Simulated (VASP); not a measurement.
# La2NbO5 (I-4m2) in VASP: notebook

Runs on La2NbO5. Level: PBE. Tasks: single point, relaxation of cell and atoms.

Program: VASP 6.6.1. These are calculated values, not measurements. Logs are shortened: lines on timing, memory, paths and dates and some standing lists are left out, and cuts for length are marked.

### 1 The cell of the first run

Symmetry: I-4m2, No. 119, tetragonal system. Conventional cell: a = 4.012 Å, b = 4.012 Å, c = 14.163 Å, α = 90.00°, β = 90.00°, γ = 90.00°. La (site symmetry 2mm) has 11 O at 2.38 to 3.08 Å within 3.1 Å. Nb (site symmetry -4m2) has 6 O at 1.97 to 2.01 Å within 2.6 Å. O (site symmetry 2mm) has 2 Nb at 2.01 Å and 8 O at 2.76 to 2.86 Å and 4 La at 2.97 to 3.08 Å within 3.1 Å. Within 2.6 Å of O (site symmetry 2mm) lie 1 Nb at 1.97 Å and 2 O at 2.55 Å. Within 3.1 Å of O (site symmetry -4m2) lie 4 La at 2.38 Å and 4 O at 2.55 Å.

### 2 Single point, PBE (with an interstitial atom)

File INCAR:

```
PREC = Accurate
ENCUT = 520
EDIFF = 1E-6
ISMEAR = 0
SIGMA = 0.1
LREAL = False
LASPH = True
NELM = 80
ALGO = Normal
ISIF = 2
LWAVE = False
LCHARG = False
GGA = PE
NBANDS = 42
```

File KPOINTS:

```
regular mesh
0
Gamma
  12 12 12
```

File POSCAR:

```
La2NbO5
1.0
   -2.0062120549      2.0062120549      7.0813650528
    2.0062120549     -2.0062120549      7.0813650528
    2.0062120549      2.0062120549     -7.0813650528
La Nb O
2 1 5
Direct
    0.3403562492      0.3403562492      0.0000000000
    0.6596437508      0.6596437508      0.0000000000
    0.0000000000      0.0000000000      0.0000000000
    0.9950707244      0.4950707244      0.5000000000
    0.5049292756      0.0049292756      0.5000000000
    0.1390654837      0.1390654837      0.0000000000
    0.8609345163      0.8609345163      0.0000000000
    0.2500000000      0.7500000000      0.5000000000
```

Potentials or basis: VASP PAW PBE potentials, release 64 (La, Nb_sv, O).

Run with:

```sh
$ cat potpaw_PBE.64/La/POTCAR potpaw_PBE.64/Nb_sv/POTCAR potpaw_PBE.64/O/POTCAR > POTCAR
$ mpirun -np 1 vasp_std > vasp.out
```

OUTCAR:

```text
PREC = Accurate
   ENCUT = 520
   EDIFF = 1E-6
   ISMEAR = 0
   LREAL = False
   LASPH = True
   NELM = 80
   ISIF = 2
   GGA = PE

 ion  position               nearest neighbor table
   1  0.340  0.340  0.000-   8 2.38   8 2.38
   2  0.660  0.660  0.000-   8 2.38   8 2.38
   3  0.000  0.000  0.000-   6 1.97   7 1.97   5 2.01   4 2.01   5 2.01   4 2.01
   4  0.995  0.495  0.500-   3 2.01   3 2.01
   5  0.505  0.005  0.500-   3 2.01   3 2.01
   6  0.139  0.139  0.000-   3 1.97
   7  0.861  0.861  0.000-   3 1.97
   8  0.250  0.750  0.500-   1 2.38   2 2.38   1 2.38   2 2.38

  LATTYP: Found a body centered tetragonal cell.
 ALAT       =     4.0124241098
 C/A-ratio  =     3.5297191219

  Lattice vectors:

 A1 = (  -2.0062120549,   2.0062120549,   7.0813650528)
 A2 = (   2.0062120549,  -2.0062120549,   7.0813650528)
 A3 = (   2.0062120549,   2.0062120549,  -7.0813650528)

Analysis of symmetry for initial positions (statically):
=====================================================================
 Subroutine PRICEL returns:
 Original cell was already a primitive cell.

 Routine SETGRP: Setting up the symmetry group for a
 body centered tetragonal supercell.

 Subroutine GETGRP returns: Found  8 space group operations
 (whereof  8 operations were pure point group operations)
 out of a pool of 16 trial point group operations.

The static configuration has the point symmetry D_2d.

Analysis of symmetry for dynamics (positions and initial velocities):
=====================================================================
 Subroutine PRICEL returns:
 Original cell was already a primitive cell.

 Routine SETGRP: Setting up the symmetry group for a
 body centered tetragonal supercell.

 Subroutine GETGRP returns: Found  8 space group operations
 (whereof  8 operations were pure point group operations)
 out of a pool of 16 trial point group operations.

The dynamic configuration has the point symmetry D_2d.

 Subroutine INISYM returns: Found  8 space group operations
 (whereof  8 operations are pure point group operations),
 and found     1 'primitive' translations

----------------------------------------------------------------------------------------

                                     Primitive cell

  volume of cell :     114.0068

  direct lattice vectors                    reciprocal lattice vectors
    -2.006212055  2.006212055  7.081365053     0.000000000  0.249225898  0.070607855
     2.006212055 -2.006212055  7.081365053     0.249225898  0.000000000  0.070607855
     2.006212055  2.006212055 -7.081365053     0.249225898  0.249225898  0.000000000

  length of vectors
     7.628597815  7.628597815  7.628597815     0.259034780  0.259034780  0.352458644

  position of ions in fractional coordinates (direct lattice)
     0.340356249  0.340356249  0.000000000
     0.659643751  0.659643751  0.000000000
     0.000000000  0.000000000  0.000000000
     0.995070724  0.495070724  0.500000000
     0.504929276  0.004929276  0.500000000
     0.139065484  0.139065484  0.000000000
     0.860934516  0.860934516  0.000000000
     0.250000000  0.750000000  0.500000000

  ion indices of the primitive-cell ions
   primitive index   ion index
                 1           1
                 2           2
                 3           3
                 4           4
                 5           5
                 6           6
                 7           7
                 8           8

----------------------------------------------------------------------------------------

 KPOINTS: regular mesh

Automatic generation of k-mesh.
 Grid dimensions read from file:
 generate k-points for:   12   12   12

 Generating k-lattice:

  Cartesian coordinates                     Fractional coordinates (reciprocal lattice)
     0.000000000  0.020768825  0.005883988     0.083333333  0.000000000  0.000000000
     0.020768825  0.000000000  0.005883988     0.000000000  0.083333333  0.000000000
     0.020768825  0.020768825  0.000000000     0.000000000  0.000000000  0.083333333

  Length of vectors
     0.021586232  0.021586232  0.029371554

  Shift w.r.t. Gamma in fractional coordinates (k-lattice)
     0.000000000  0.000000000  0.000000000

 Subroutine IBZKPT returns following result:
 ===========================================

 Found    163 irreducible k-points:

 Following reciprocal coordinates:
            Coordinates               Weight
  0.000000  0.000000  0.000000      1.000000
  0.083333  0.000000 -0.000000      8.000000
  0.166667  0.000000 -0.000000      8.000000
  0.250000  0.000000 -0.000000      8.000000
  0.333333  0.000000 -0.000000      8.000000
  0.416667  0.000000 -0.000000      8.000000
[... 16 lines left out ...]
  0.500000  0.166667 -0.000000     16.000000
 -0.416667  0.166667  0.000000     16.000000
 [... further k-points ...]
   k-points           NKPTS =    163   k-points in BZ     NKDIM =    163   number of bands    NBANDS=     42
   number of dos      NEDOS =    301   number of ions     NIONS =      8
   total plane-waves  NPLWV = 216000
   dimension x,y,z NGX =    60 NGY =   60 NGZ =   60
   dimension x,y,z NGXF=   120 NGYF=  120 NGZF=  120
   ions per type =               2   1   5
   NGX,Y,Z   is equivalent  to a cutoff of  13.08, 13.08, 13.08 a.u.
   NGXF,Y,Z  is equivalent  to a cutoff of  26.15, 26.15, 26.15 a.u.
 SYSTEM =  unknown system
   PREC   = accura    normal or accurate (medium, high low for compatibility)
   ISTART =      0    job   : 0-new  1-cont  2-samecut
   ICHARG =      2    charge: 1-file 2-atom 10-const
   ISPIN  =      1    spin polarized calculation?
   LNONCOLLINEAR =      F non collinear calculations
   LSORBIT =      F    spin-orbit coupling
   LASPH  =      T    aspherical Exc in radial PAW
   ENCUT  =  520.0 eV  38.22 Ry    6.18 a.u.  14.18 14.18 14.18*2*pi/ulx,y,z
   NELM   =     80;   NELMIN=  2; NELMDL= -5     # of ELM steps
   EDIFF  = 0.1E-05   stopping-criterion for ELM
   LREAL  =      F    real-space projection
[... 7 lines left out ...]
   TEBEG  =    0.0;   TEEND  =   0.0 temperature during run
   PSTRESS=    0.0 pullay stress
   NELECT =      65.0000    total number of electrons
   NUPDOWN=      -1.0000    fix difference up-down
   EMIN   =  10.00;   EMAX   =-10.00  energy-range for DOS
   EFERMI =   0.00;   METHOD = LEGACY
   ISMEAR =     0;   SIGMA  =   0.10  broadening in eV -4-tet -1-fermi 0-gaus
   EFERMI_NEDOS =   21; number of points for ismear=-14 and -15
   IALGO  =     38    algorithm
   IMIX   =      4    mixing-type and parameters
     AMIX     =   0.40;   BMIX     =  1.00
     AMIX_MAG =   1.60;   BMIX_MAG =  1.00
  volume/ion in A,a.u.               =      14.25        96.17
  Fermi-wavevector in a.u.,A,eV,Ry     =   1.357487  2.565279 25.072427  1.842771
  Thomas-Fermi vector in A             =   2.484401
   LORBIT       =      0    0 simple, 1 ext, 2 COOP (PROOUT), +10 PAW based schemes
   GGA     = PE    functional components
   LHFCALC =     F    Hartree Fock is set to
   AEXX    =    0.0000 exact exchange contribution
   IVDW    =     0    specifies the selected vdW correction
   LEPSILON=     F    determine dielectric tensor
   LRPA    =     F    only Hartree local field effects (RPA)
 non-spin polarized calculation
 Gauss-broadening in eV      SIGMA  =   0.10
  energy-cutoff  :      520.00
  volume of cell :      114.01
 maximum number of plane-waves:      3123
 NGX is ok and might be reduce to    60
   NGX = 29   NGY = 29   NGZ = 29

 number of electron      65.0000002 magnetization

 Free energy of the ion-electron system (eV)
  ---------------------------------------------------
  ext. energy  EPLUGINS =         0.00000000
  ---------------------------------------------------
  free energy    TOTEN  =       -68.13465375 eV

  energy without entropy =      -68.11350606  energy(sigma->0) =      -68.12407991

 E-fermi :   9.4109     XC(G=0): -11.0373

 val. band max:        9.4047121388   @ k =   0.3333   0.2500   0.0833
 cond. band min:       9.4125306958   @ k =   0.1667   0.0833   0.0833
 fundamental gap:      0.0078185570
 Fermi energy:         9.4108540447

 k-point     1 :       0.0000    0.0000    0.0000
  band No.  band energies     occupation
      1     -47.6266      2.00000
      2     -23.9471      2.00000
      3     -23.9078      2.00000
      4     -23.7605      2.00000
      5     -23.7605      2.00000
      6     -23.6994      2.00000
[... 34 lines left out ...]
     41      11.1310      0.00000
     42      11.1656      0.00000

 k-point     2 :       0.0833    0.0000   -0.0000
  band No.  band energies     occupation
      1     -47.6264      2.00000
      2     -23.9465      2.00000
      3     -23.9030      2.00000
      4     -23.7673      2.00000
      5     -23.7602      2.00000
      6     -23.7025      2.00000
[... 34 lines left out ...]
     41      11.1371      0.00000
     42      11.1762      0.00000

 k-point     3 :       0.1667    0.0000   -0.0000
  band No.  band energies     occupation
      1     -47.6259      2.00000
      2     -23.9422      2.00000
      3     -23.8963      2.00000
      4     -23.7818      2.00000
      5     -23.7592      2.00000
      6     -23.7114      2.00000
[... 34 lines left out ...]
     41      11.1293      0.00000
     42      11.1753      0.00000

 k-point     4 :       0.2500    0.0000   -0.0000
  band No.  band energies     occupation
      1     -47.6253      2.00000
      2     -23.9332      2.00000
      3     -23.9017      2.00000
      4     -23.7890      2.00000
      5     -23.7579      2.00000
      6     -23.7240      2.00000
[... 844 lines left out ...]
     41      11.1645      0.00000
     42      11.2121      0.00000

 k-point    23 :       0.5000    0.1667   -0.0000
  band No.  band energies     occupation
      1     -47.6234      2.00000
      2     -23.9482      2.00000
      3     -23.8859      2.00000
      4     -23.7947      2.00000
      5     -23.7777      2.00000
      6     -23.7438      2.00000
[... 34 lines left out ...]
     41      11.1366      0.00000
     42      11.1785      0.00000

 k-point    24 :      -0.4167    0.1667    0.0000
  band No.  band energies     occupation
      1     -47.6236      2.00000
      2     -23.9411      2.00000
      3     -23.8897      2.00000
      4     -23.7978      2.00000
      5     -23.7711      2.00000
      6     -23.7470      2.00000
[... 34 lines left out ...]
     41      11.1520      0.00000
     42      11.1826      0.00000

 [... further k-points ...]

------------------------ aborting loop because EDIFF is reached ----------------------------------------

  FORCE on cell =-STRESS in cart. coord.  units (eV):
  Direction    XX          YY          ZZ          XY          YZ          ZX
  --------------------------------------------------------------------------------------
  -------------------------------------------------------------------------------------
  Total       -0.2700044     -0.2700044     -0.1796811      0.0000000     -0.0000000      0.0000000
  in kB       -3.7944673     -3.7944673     -2.5251225      0.0000000     -0.0000000      0.0000000
  external PRESSURE =      -3.3713524 kB  Pullay stress =       0.0000000 kB

 VOLUME and BASIS-vectors are now :
 -----------------------------------------------------------------------------
  energy-cutoff  :      520.00
  volume of cell :      114.01
      direct lattice vectors                 reciprocal lattice vectors
    -2.006212055  2.006212055  7.081365053     0.000000000  0.249225898  0.070607855
     2.006212055 -2.006212055  7.081365053     0.249225898  0.000000000  0.070607855
     2.006212055  2.006212055 -7.081365053     0.249225898  0.249225898  0.000000000

 POSITION                                       TOTAL-FORCE (eV/Angst)
 -----------------------------------------------------------------------------------
      0.00000      0.00000      4.82037         0.000000     -0.000000     -0.011409
      0.00000      0.00000      9.34236         0.000000     -0.000000      0.011409
      0.00000      0.00000      0.00000        -0.000000      0.000000      0.000000
      0.00000      2.00621      7.01155        -0.000000      0.000000      0.000046
      0.00000      2.00621      0.06981        -0.000000      0.000000     -0.000046
      0.00000      0.00000      1.96955        -0.000000      0.000000      0.000076
      0.00000      0.00000     12.19318        -0.000000      0.000000     -0.000076
      2.00621      0.00000      3.54068        -0.000000      0.000000     -0.000000
 -----------------------------------------------------------------------------------
    total drift:                               -0.000000      0.000000      0.000000

  FREE ENERGIE OF THE ION-ELECTRON SYSTEM (eV)
  ---------------------------------------------------
  free  energy   TOTEN  =       -68.1346537546 eV

  energy  without entropy=      -68.1135060611  energy(sigma->0) =      -68.12407991
```

Run time: 26 min. Hardware: 1 thread of Intel Xeon 6975P-C (Granite Rapids), shared host; peak memory 1 GiB.

What came out:

| Quantity | Value |
| --- | --- |
| Free energy | -68.1347 eV |
| Pressure | -0.3 GPa |
| Largest force | 0.011 eV/Å |
| Band gap on the k mesh | zero (an odd number of electrons rules out a gap without spin polarisation) |

Forces in eV/Å, atoms in the order of the input:
```
La   0.000  0.000 -0.011
La   0.000  0.000  0.011
Nb   0.000  0.000  0.000
O    0.000  0.000  0.000
O    0.000  0.000  0.000
O    0.000  0.000  0.000
O    0.000  0.000  0.000
O    0.000  0.000  0.000
```

Stress tensor (GPa, compression positive):
```
-0.38  0.00  0.00
 0.00 -0.38  0.00
 0.00  0.00 -0.25
```

Caveat: the cell differs from its parent crystal (with an interstitial atom); spin-orbit coupling is left out, which moves the levels of the heavy elements; an odd number of electrons without spin polarisation forces a metal; a magnetic or distorted state may lie lower.

(Part 1 of 3 ends here.)

The gap in the log of VASP goes by the Fermi energy; the results here count the filled bands.